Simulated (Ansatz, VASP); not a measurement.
# CdH2O2 in VASP and in Ansatz

```
Cd H O
1.0
     3.46279    0.00000    0.00000
    -1.73140    2.99887    0.00000
     0.00000    0.00000    4.71262
Cd H O
1 2 2
Direct
  0.00000 0.00000 0.00000
  0.66667 0.33333 0.55096
  0.33333 0.66667 0.44904
  0.66667 0.33333 0.75937
  0.33333 0.66667 0.24063
```

Change from the starting cell: strain -0.015 along x and y, +0.015 along z, atoms carried along.

Alike in both runs: task single point; functional PBEsol; k mesh 9 × 9 × 6; occupations gaussian, width 0.05 eV; no spin polarisation.

```csv
,VASP,Ansatz
version,VASP 6.6.1,Ansatz 0.2.0
potentials or method,"VASP PAW PBE potentials, release 64 (Cd, H, O), cutoff 520 eV","scalar-relativistic, plane waves, PAW"
valence electrons in the cell,26,34
```

|  | VASP | Ansatz | Ansatz less VASP |
| --- | --- | --- | --- |
| gap on the k mesh at the Fermi level (eV) | 1.63 | 1.64 | +0.014 |
| least direct gap on the mesh (eV) | 1.92 | 1.93 | +0.013 |
| pressure (GPa) | 0.7 | -0.2 | -0.88 |
| traceless stress, the component that is largest in VASP (GPa) | -2.21 | -2.54 | -0.327 |
| rms of the force components (eV/Å) | 0.039 | 0.083 | +0.0439 |

VASP's potentials were made for PBE, not for PBEsol. Atom by atom the forces differ by 0.048 eV/Å (rms over components). VASP's potentials hold 26 valence electrons a cell and Ansatz's 34, so a difference there can come from the potentials and not from the codes.
